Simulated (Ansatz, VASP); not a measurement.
# GaSb: VASP beside Ansatz

Contents of INCAR:

```
SYSTEM = GaSb
PREC = Accurate ; ENCUT = 520
EDIFF = 1E-8 ; ISMEAR = -1
SIGMA = 0.08 ; LREAL = .FALSE.
LASPH = .TRUE. ; NELM = 60
ALGO = Normal ; ISIF = 2
LWAVE = .FALSE. ; LCHARG = .FALSE.
GGA = PE ; LEFG = .TRUE.
NBANDS = 16
```

File KPOINTS:

```
regular mesh
0
G
  12 12 12
  0 0 0
```

POSCAR

```
GaSb
1.0
    0.0000000000      3.0590000000      3.0590000000
    3.0590000000      0.0000000000      3.0590000000
    3.0590000000      3.0590000000      0.0000000000
Ga Sb
1 1
Direct
    0.0000000000      0.0000000000      0.0000000000
    0.7500000000      0.7500000000      0.7500000000
```

Input for Ansatz:

```yaml
crystal:
  lattice:
    - [0.0, 3.059, 3.059]
    - [3.059, 0.0, 3.059]
    - [3.059, 3.059, 0.0]
  atoms:
    - { symbol: Ga, position: [0.0, 0.0, 0.0] }
    - { symbol: Sb, position: [0.75, 0.75, 0.75] }
kpoints:
  mp_grid: { grid: [12, 12, 12] }
  band_path:
    path:
      - [0.0, 0.0, 0.0]
      - [-0.5, -0.5, 0.0]
      - [-0.375, -0.375, 0.25]
      - [-0.375, 0.0, 0.375]
      - [0.0, 0.0, 0.0]
      - [0.0, 0.0, 0.5]
      - [-0.5, -0.25, 0.25]
      - [-0.5, -0.5, 0.0]
    npoints: 8
scf:
  occupations: { method: fermi_dirac, width: 0.08 }
hamiltonian:
  xc: pbe
  pseudopotentials: { kind: all_electron, datasets: crystal }
output:
  forces: true
  stress: true
  eigenvalues: true
  efg: { contact_densities: true }
```

Alike in both runs: task electric field gradients; functional PBE; k mesh 12 × 12 × 12; occupations fermi-dirac, width 0.08 eV; no spin polarisation.

|  | VASP | Ansatz |
| --- | --- | --- |
| version | VASP 6.6.1 | Ansatz 0.2.0 |
| potentials or method | VASP PAW PBE potentials, release 64 (Ga_d, Sb), cutoff 520 eV | all-electron PAW with datasets made for the crystal, scalar-relativistic |

Ansatz gave:

- pressure (GPa): 2.3

Problem. Estimate VASP's values.

Solution. Pressure (GPa): 2.4.

Ansatz ran all-electron here, and VASP with PAW potentials.

Spin-orbit coupling is off throughout.
